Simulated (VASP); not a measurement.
# Ti12H (a cell with a defect) in VASP: further runs

Runs on Ti12H (a cell with a defect). Level: PBEsol. Tasks: single point.

All numbers are computed with VASP 6.6.1; they aren't measurements. Logs are shortened: lines on timing, memory, paths and dates and some standing lists are left out, and cuts for length are marked.

## 1. The cell of the first run

The cell holds a defect, 13 atoms: a = 5.900 Å, b = 8.850 Å, c = 4.685 Å, α = 90.00°, β = 90.00°, γ = 120.00°.

## 2. Single point, PBEsol

Input file INCAR:

```
ALGO = Normal
EDIFF = 1E-6
ENCUT = 520
GGA = PS
ISIF = 2
ISMEAR = 0
LASPH = True
LCHARG = True
LELF = True
LREAL = False
LVHAR = True
LWAVE = False
NBANDS = 84
NELM = 60
PREC = Accurate
SIGMA = 0.1
```

Input file KPOINTS:

```
k-points
0
Gamma
  4 3 5
```

Input file POSCAR:

```
Ti12H
1.0
    5.9000000000      0.0000000000      0.0000000000
   -4.4250000000      7.6643250000      0.0000000000
    0.0000000000      0.0000000000      4.6846000000
Ti H
12 1
Direct
    0.0010232997      0.0004132132     -0.0013868847
    0.1648122835      0.2197743441      0.5006128592
    0.0033727612      0.3305792748      0.0006228920
    0.1753999371      0.5582889556      0.5005471118
    0.0032568749      0.6705034038      0.0008032703
    0.1685242221      0.8899696973      0.5009343380
    0.4983395864     -0.0016968226     -0.0003927763
    0.6639532446      0.2182404843      0.4993354822
    0.4913863214      0.3300757731      0.0000928574
    0.6632233423      0.5579289761      0.5010278359
    0.5022232819      0.6685632459      0.0006574734
    0.6661477285      0.8879829600      0.5023479059
    0.8340069290      0.4436171483      0.3762062930
```

Potentials or basis: VASP PAW PBE potentials, release 64 (Ti_sv, H).

The run is started by

```
> cat potpaw_PBE.64/Ti_sv/POTCAR potpaw_PBE.64/H/POTCAR > POTCAR
> mpirun -np 1 vasp_std > vasp.out
```

OUTCAR:

```text
EDIFF = 1E-6
   ENCUT = 520
   GGA = PS
   ISIF = 2
   ISMEAR = 0
   LASPH = True
   LREAL = False
   NELM = 60
   PREC = Accurate

 ion  position               nearest neighbor table
   1  0.001  0.000  0.999-   2 2.88  12 2.89   6 2.89   2 2.89   6 2.90   9 2.91  12 2.91   3 2.92

   2  0.165  0.220  0.501-   9 2.87   1 2.88   9 2.88   3 2.88   3 2.88   1 2.89
   3  0.003  0.331  0.001-   2 2.88   2 2.88   9 2.88   8 2.91   1 2.92   8 2.92   4 2.92
   4  0.175  0.558  0.501-  13 1.84  11 2.88  11 2.88  10 2.88  12 2.91   5 2.92   5 2.92   3 2.92

   5  0.003  0.671  0.001-   6 2.88   6 2.88   7 2.91  10 2.92   4 2.92  10 2.92   4 2.92
   6  0.169  0.890  0.501-   7 2.88   5 2.88   5 2.88   1 2.89   7 2.89   1 2.90   8 2.91
   7  0.498  0.998  1.000-   6 2.88   8 2.88  12 2.89   8 2.89   6 2.89  12 2.91   5 2.91
   8  0.664  0.218  0.499-  13 1.82   7 2.88   7 2.89   3 2.91   6 2.91   9 2.91   3 2.92   9 2.92

   9  0.491  0.330  0.000-   2 2.87   2 2.88   3 2.88   1 2.91   8 2.91  10 2.92   8 2.92
  10  0.663  0.558  0.501-  13 1.84  11 2.88  11 2.88   4 2.88  12 2.91   5 2.92   5 2.92   9 2.92

  11  0.502  0.669  0.001-  10 2.88   4 2.88  12 2.88   4 2.88  10 2.88  12 2.89
  12  0.666  0.888  0.502-  11 2.88   7 2.89   1 2.89  11 2.89   7 2.91   4 2.91  10 2.91   1 2.91

  13  0.834  0.444  0.376-   8 1.82   4 1.84  10 1.84

  LATTYP: Found a simple monoclinic cell.
 ALAT       =     5.9000000000
 B/A-ratio  =     0.7940000000
 C/A-ratio  =     1.3228756849
 COS(beta)  =    -0.1889822323

  Lattice vectors:

 A1 = (   5.9000000000,   0.0000000000,   0.0000000000)
 A2 = (   0.0000000000,   0.0000000000,   4.6846000000)
 A3 = (  -1.4750000000,  -7.6643250000,   0.0000000000)

Analysis of symmetry for initial positions (statically):
=====================================================================
 Subroutine PRICEL returns:
 Original cell was already a primitive cell.

 Routine SETGRP: Setting up the symmetry group for a
 simple monoclinic supercell.

 Subroutine GETGRP returns: Found  1 space group operations
 (whereof  1 operations were pure point group operations)
 out of a pool of  4 trial point group operations.

The static configuration has the point symmetry C_1 .

Analysis of symmetry for dynamics (positions and initial velocities):
=====================================================================
 Subroutine PRICEL returns:
 Original cell was already a primitive cell.

 Routine SETGRP: Setting up the symmetry group for a
[... 142 lines left out ...]
   EFERMI =   0.00;   METHOD = LEGACY
   ISMEAR =     0;   SIGMA  =   0.10  broadening in eV -4-tet -1-fermi 0-gaus
   EFERMI_NEDOS =   21; number of points for ismear=-14 and -15
   IALGO  =     38    algorithm
   IMIX   =      4    mixing-type and parameters
     AMIX     =   0.40;   BMIX     =  1.00
     AMIX_MAG =   1.60;   BMIX_MAG =  1.00
  volume/ion in A,a.u.               =      16.30       109.96
  Fermi-wavevector in a.u.,A,eV,Ry     =   1.442773  2.726446 28.321806  2.081594
  Thomas-Fermi vector in A             =   2.561256
   LORBIT       =      0    0 simple, 1 ext, 2 COOP (PROOUT), +10 PAW based schemes
   GGA     = PS    functional components
   LHFCALC =     F    Hartree Fock is set to
   AEXX    =    0.0000 exact exchange contribution
   IVDW    =     0    specifies the selected vdW correction
   LEPSILON=     F    determine dielectric tensor
   LRPA    =     F    only Hartree local field effects (RPA)
 non-spin polarized calculation
 Gauss-broadening in eV      SIGMA  =   0.10
  energy-cutoff  :      520.00
  volume of cell :      211.84
 maximum number of plane-waves:      5724
 NGX is ok and might be reduce to    48
   NGX = 21   NGY = 33   NGZ = 17

 number of electron     144.9999998 magnetization

 Free energy of the ion-electron system (eV)
  ---------------------------------------------------
  ext. energy  EPLUGINS =         0.00000000
  ---------------------------------------------------
  free energy    TOTEN  =      -103.41956593 eV

  energy without entropy =     -103.34855783  energy(sigma->0) =     -103.38406188

 E-fermi :   8.1203     XC(G=0): -11.6099

 val. band max:        8.1174757523   @ k =   0.5000  -0.3333   0.4000
 cond. band min:       8.1211079478   @ k =   0.5000   0.3333   0.4000
 fundamental gap:      0.0036321955
 Fermi energy:         8.1203472567

 k-point     1 :       0.0000    0.0000    0.0000
  band No.  band energies     occupation
      1     -48.5457      2.00000
      2     -48.4929      2.00000
      3     -48.4682      2.00000
      4     -48.4516      2.00000
      5     -48.4067      2.00000
      6     -48.4008      2.00000
[... 2077 lines left out ...]
     83       8.9766      0.00000
     84       9.0779      0.00000

 [... further k-points ...]

------------------------ aborting loop because EDIFF is reached ----------------------------------------

  FORCE on cell =-STRESS in cart. coord.  units (eV):
  Direction    XX          YY          ZZ          XY          YZ          ZX
  --------------------------------------------------------------------------------------
  -------------------------------------------------------------------------------------
  Total       -5.9699201     -5.4671760     -6.5371470      0.0494416     -0.0397712      0.0318744
  in kB      -45.1523815    -41.3499704    -49.4424971      0.3739421     -0.3008023      0.2410758
  external PRESSURE =     -45.3149497 kB  Pullay stress =       0.0000000 kB

 VOLUME and BASIS-vectors are now :
 -----------------------------------------------------------------------------
  energy-cutoff  :      520.00
  volume of cell :      211.84
      direct lattice vectors                 reciprocal lattice vectors
     5.900000000  0.000000000  0.000000000     0.169491525  0.097855976  0.000000000
    -4.425000000  7.664325000  0.000000000     0.000000000  0.130474634  0.000000000
     0.000000000  0.000000000  4.684600000     0.000000000  0.000000000  0.213465397

 POSITION                                       TOTAL-FORCE (eV/Angst)
 -----------------------------------------------------------------------------------
      0.00421      0.00317      4.67810         0.001782      0.028374     -0.014535
     -0.00011      1.68442      2.34517        -0.009734     -0.040464      0.027201
     -1.44291      2.53367      0.00292         0.225722     -0.095367      0.002996
     -1.43557      4.27891      2.34486         0.044616      0.067506      0.223909
     -2.94776      5.13896      0.00376         0.005187      0.218243      0.024706
     -2.94382      6.82102      2.34668        -0.055181     -0.031556      0.032272
     -1.47729      7.65132      4.68276         0.000902      0.041759      0.021167
      2.95161      1.67267      2.33919         0.000420     -0.249428      0.249106
      1.43859      2.52981      0.00043        -0.238539     -0.111724      0.008283
      1.44418      4.27615      2.34712        -0.023787      0.061584      0.200330
      0.00473      5.12409      0.00308         0.007194     -0.045872      0.038991
      0.00095      6.80579      2.35330         0.045267      0.068203      0.032445
      2.95763      3.40003      1.76238        -0.003849      0.088744     -0.846872
 -----------------------------------------------------------------------------------
    total drift:                               -0.000027     -0.000029      0.000408

  FREE ENERGIE OF THE ION-ELECTRON SYSTEM (eV)
  ---------------------------------------------------
  free  energy   TOTEN  =      -103.4195659285 eV

  energy  without entropy=     -103.3485578324  energy(sigma->0) =     -103.38406188
```

OSZICAR:

```text
N       E                     dE             d eps       ncg     rms          rms(c)
DAV:   1     0.215774236428E+04    0.21577E+04   -0.71670E+04  5208   0.215E+03
DAV:   2     0.201234438760E+03   -0.19565E+04   -0.19275E+04  5208   0.686E+02
DAV:   3    -0.652367494896E+02   -0.26647E+03   -0.25481E+03  7816   0.216E+02
[... 12 lines left out ...]
DAV:  16    -0.103419569611E+03    0.15592E-03   -0.17487E-03  6952   0.359E-01    0.328E-02
DAV:  17    -0.103419579475E+03   -0.98645E-05   -0.30842E-04  7976   0.123E-01    0.279E-02
DAV:  18    -0.103419570488E+03    0.89870E-05   -0.96550E-05  6736   0.868E-02    0.141E-02
DAV:  19    -0.103419566846E+03    0.36421E-05   -0.17826E-05  6888   0.319E-02    0.668E-03
DAV:  20    -0.103419565929E+03    0.91783E-06   -0.84217E-06  5576   0.253E-02
   1 F= -.10341957E+03 E0= -.10338406E+03  d E =-.710081E-01
```

Wall time 15 min (1 thread of Intel Xeon Platinum 8488C (Sapphire Rapids), shared host); peak memory 0.57 GiB.

Results:

- Free energy: -103.4196 eV
- Pressure: -4.5 GPa
- Largest force: 0.852 eV/Å
- Band gap on the k mesh: zero (an odd number of electrons rules out a gap without spin polarisation)

Forces on the atoms (eV/Å):
```
Ti   0.002  0.028 -0.015
Ti  -0.010 -0.040  0.027
Ti   0.226 -0.095  0.003
Ti   0.045  0.068  0.224
Ti   0.005  0.218  0.025
Ti  -0.055 -0.032  0.032
Ti   0.001  0.042  0.021
Ti   0.000 -0.249  0.249
Ti  -0.239 -0.112  0.008
Ti  -0.024  0.062  0.200
Ti   0.007 -0.046  0.039
Ti   0.045  0.068  0.032
H   -0.004  0.089 -0.847
```

Levels at points of the mesh, in eV from the Fermi level:
| k point | band 70 | band 71 | band 72 | band 73 | band 74 | band 75 |
| --- | --- | --- | --- | --- | --- | --- |
| (0.00, 0.00, 0.00) | -0.58 | 0.13 | 0.29 | 0.37 | 0.45 | 0.53 |
| (0.50, 0.00, 0.00) | -0.67 | -0.51 | -0.47 | 0.06 | 0.20 | 0.34 |

Caveat: the PAW data sets were made with another functional, which shifts forces and pressure a little.

## 3. Single point, PBEsol

Input file INCAR:

```
SYSTEM = Ti12H
  ALGO = Normal
  EDIFF = 1E-6
  ENCUT = 520
  GGA = PS
  ISIF = 2
  ISMEAR = 0
  LASPH = .True.
  LCHARG = .True.
  LELF = .True.
  LREAL = .False.
  LVHAR = .True.
  LWAVE = .False.
  NBANDS = 84
  NELM = 100
  PREC = Accurate
  SIGMA = 0.1
```

Input file KPOINTS:

```
k-points
0
Gamma
  4 3 5
  0 0 0
```

Input file POSCAR:

```
Ti12H
1.0
    5.9000000000      0.0000000000      0.0000000000
   -4.4250000000      7.6643250000      0.0000000000
    0.0000000000      0.0000000000      4.6846000000
Ti H
12 1
Direct
    0.0018383811      0.0016875589     -0.0025455749
    0.1625493770      0.2175205253      0.4983023097
    0.0084464674      0.3279071543     -0.0020070017
    0.1766258572      0.5599587700      0.5048802459
    0.0083328808      0.6770033891     -0.0008886564
    0.1669020013      0.8902790526      0.4995214106
    0.4983454233     -0.0016336729     -0.0001353371
    0.6609875136      0.2145618825      0.5036195193
    0.4815973277      0.3268260414     -0.0022302865
    0.6641380297      0.5591395198      0.5047630534
    0.5035891165      0.6699732853      0.0020074286
    0.6675992181      0.8888816693      0.5010848311
    0.8336243288      0.4432193311      0.4380207488
```

Potentials or basis: VASP PAW PBE potentials, release 64 (Ti_sv, H).

The run is started by

```
> cat potpaw_PBE.64/Ti_sv/POTCAR potpaw_PBE.64/H/POTCAR > POTCAR
> mpirun -np 1 vasp_std > vasp.out
```

Run time: 25 min. Hardware: 1 thread of Oxide Virtual Turin-like, shared host; peak memory 0.53 GiB.

Results (log left out):

```
Free energy            : -103.2630 eV
Pressure               : -4.0 GPa
Largest force          : 0.436 eV/Å
Band gap on the k mesh : zero (an odd number of electrons rules out a gap without spin polarisation)
```

Forces on the atoms (eV/Å):
```
Ti  -0.016  0.014 -0.012
Ti  -0.003  0.007  0.026
Ti  -0.022  0.013 -0.006
Ti   0.008 -0.005  0.093
Ti  -0.002 -0.026  0.010
Ti   0.000 -0.001  0.034
Ti   0.011  0.008  0.024
Ti  -0.001 -0.007  0.087
Ti   0.022  0.014 -0.007
Ti  -0.010 -0.014  0.091
Ti   0.009 -0.014  0.047
Ti   0.000  0.010  0.051
H    0.006  0.003 -0.436
```

Stress tensor (GPa, compression positive):
```
-4.04 -0.01  0.01
-0.01 -3.48  0.02
 0.01  0.02 -4.43
```

Levels at points of the mesh, in eV from the Fermi level:
| k point | band 69 | band 70 | band 71 | band 72 | band 73 | band 74 | band 75 | band 76 |
| --- | --- | --- | --- | --- | --- | --- | --- | --- |
| (0.00, 0.00, 0.00) | -0.65 | -0.54 | 0.12 | 0.34 | 0.36 | 0.49 | 0.57 | 0.59 |
| (0.50, 0.00, 0.00) | -0.80 | -0.65 | -0.53 | -0.47 | 0.06 | 0.24 | 0.35 | 0.37 |

Caveat: the PAW data sets were made with another functional, which shifts forces and pressure a little.

## 4. Single point, PBEsol

Input file INCAR:

```
SYSTEM = Ti12H
PREC = Accurate ; ENCUT = 520
EDIFF = 1E-7 ; ISMEAR = 0
SIGMA = 0.1 ; LREAL = .False.
LASPH = .True. ; NELM = 60
ALGO = Normal ; ISIF = 2
LWAVE = .False. ; LCHARG = .False.
GGA = PS ; NBANDS = 84
```

Input file KPOINTS:

```
Automatic mesh
0
Gamma
  4 3 5
  0 0 0
```

Input file POSCAR:

```
Ti12H
1.0
    5.9000000000      0.0000000000      0.0000000000
   -4.4250000000      7.6643250000      0.0000000000
    0.0000000000      0.0000000000      4.6846000000
Ti H
12 1
Direct
    0.0015673263      0.0009146272     -0.0079432609
    0.1633817728      0.2184898213      0.4974794006
    0.0050053957      0.3297351039      0.0002130385
    0.1756033206      0.5588767439      0.5062233702
    0.0052579866      0.6724011573      0.0022465098
    0.1677136029      0.8900402840      0.4986380908
    0.4983516276     -0.0016014457     -0.0025669214
    0.6628212685      0.2166647422      0.5030847885
    0.4869850606      0.3284734142     -0.0004939589
    0.6650165748      0.5581036817      0.5058594117
    0.5029981480      0.6687331239      0.0021912223
    0.6669637289      0.8882467797      0.5008337958
    0.8350981566      0.4440788980      0.3126589250
```

Potentials or basis: VASP PAW PBE potentials, release 64 (Ti_sv, H).

The run is started by

```
> cat potpaw_PBE.64/Ti_sv/POTCAR potpaw_PBE.64/H/POTCAR > POTCAR
> mpirun -np 1 vasp_std > vasp.out
```

OUTCAR:

```text
SYSTEM = Ti12H
   PREC = Accurate
   ENCUT = 520
   EDIFF = 1E-7
   ISMEAR = 0
   LREAL = .False.
   LASPH = .True.
   NELM = 60
   ISIF = 2
   GGA = PS

 ion  position               nearest neighbor table
   1  0.002  0.001  0.992-   2 2.85  12 2.87   6 2.87   9 2.88   2 2.90   3 2.90   6 2.92   5 2.92

   2  0.163  0.218  0.497-   1 2.85   9 2.86   3 2.86   9 2.87   3 2.88   1 2.90   6 2.92
   3  0.005  0.330  0.000-   9 2.85   2 2.86   2 2.88   1 2.90   4 2.91   8 2.91
   4  0.176  0.559  0.506-  11 2.86  10 2.89  11 2.89   5 2.90   3 2.91  12 2.91
[... 2330 lines left out ...]
  energy-cutoff  :      520.00
  volume of cell :      211.84
      direct lattice vectors                 reciprocal lattice vectors
     5.900000000  0.000000000  0.000000000     0.169491525  0.097855976  0.000000000
    -4.425000000  7.664325000  0.000000000     0.000000000  0.130474634  0.000000000
     0.000000000  0.000000000  4.684600000     0.000000000  0.000000000  0.213465397

 POSITION                                       TOTAL-FORCE (eV/Angst)
 -----------------------------------------------------------------------------------
      0.00520      0.00701      4.64739        -0.015085     -0.012311      0.003936
     -0.00286      1.67458      2.33049        -0.001269      0.028358      0.060854
     -1.42955      2.52720      0.00100        -0.061525      0.029368      0.058626
     -1.43697      4.28341      2.37145         0.016016     -0.011413      0.073185
     -2.94435      5.15350      0.01052        -0.003994     -0.065170      0.074738
     -2.94892      6.82156      2.33592         0.007836     -0.009818      0.059932
     -1.47764      7.65205      4.67258         0.008065      0.003909      0.036293
      2.95190      1.66059      2.35675        -0.000779      0.018933      0.062492
      1.41972      2.51753      4.68229         0.046228      0.030974      0.053436
      1.45399      4.27749      2.36975        -0.005133     -0.017089      0.072716
      0.00854      5.12539      0.01026         0.007074     -0.014854      0.057627
      0.00459      6.80781      2.34621        -0.005290     -0.001320      0.063961
      2.96203      3.40356      1.46468         0.007856      0.020433     -0.677795
 -----------------------------------------------------------------------------------
    total drift:                                0.000117      0.000041      0.000292

  FREE ENERGIE OF THE ION-ELECTRON SYSTEM (eV)
  ---------------------------------------------------
  free  energy   TOTEN  =      -103.6812620887 eV

  energy  without entropy=     -103.6025087808  energy(sigma->0) =     -103.64188543
```

Wall time 32 min (1 thread of Oxide Virtual Turin-like, shared host); peak memory 0.54 GiB.

What came out:

* Free energy: -103.6813 eV
* Pressure: -5.1 GPa
* Largest force: 0.678 eV/Å
* Band gap on the k mesh: zero (an odd number of electrons rules out a gap without spin polarisation)

Forces in eV/Å, atoms in the order of the input:
```
Ti  -0.015 -0.012  0.004
Ti  -0.001  0.028  0.061
Ti  -0.062  0.029  0.059
Ti   0.016 -0.011  0.073
Ti  -0.004 -0.065  0.075
Ti   0.008 -0.010  0.060
Ti   0.008  0.004  0.036
Ti  -0.001  0.019  0.062
Ti   0.046  0.031  0.053
Ti  -0.005 -0.017  0.073
Ti   0.007 -0.015  0.058
Ti  -0.005 -0.001  0.064
H    0.008  0.020 -0.678
```

Stress tensor (GPa, compression positive):
```
-5.04  0.12  0.02
 0.12 -4.75  0.04
 0.02  0.04 -5.39
```

Caveat: the PAW data sets were made with another functional, which shifts forces and pressure a little.

## 5. Overview

```csv
cell,gap on the mesh (eV),pressure (GPa),largest force (eV/Å)
"as given, atomic positions A",none,-4.5,0.85
"as given, atomic positions B",none,-4.0,0.44
"as given, atomic positions C",none,-5.1,0.68
```

Alike in all rows: task single point; level PBEsol; potentials or basis VASP PAW PBE potentials, release 64 (Ti_sv, H); no spin polarisation; k mesh 4 × 3 × 5; cutoff (eV) 520; smearing gaussian 0.1 eV.

Caveats: the PAW data sets were made with another functional, which shifts forces and pressure a little.

Total energies depend on the potentials used, so only differences within one code and one set of settings carry meaning.
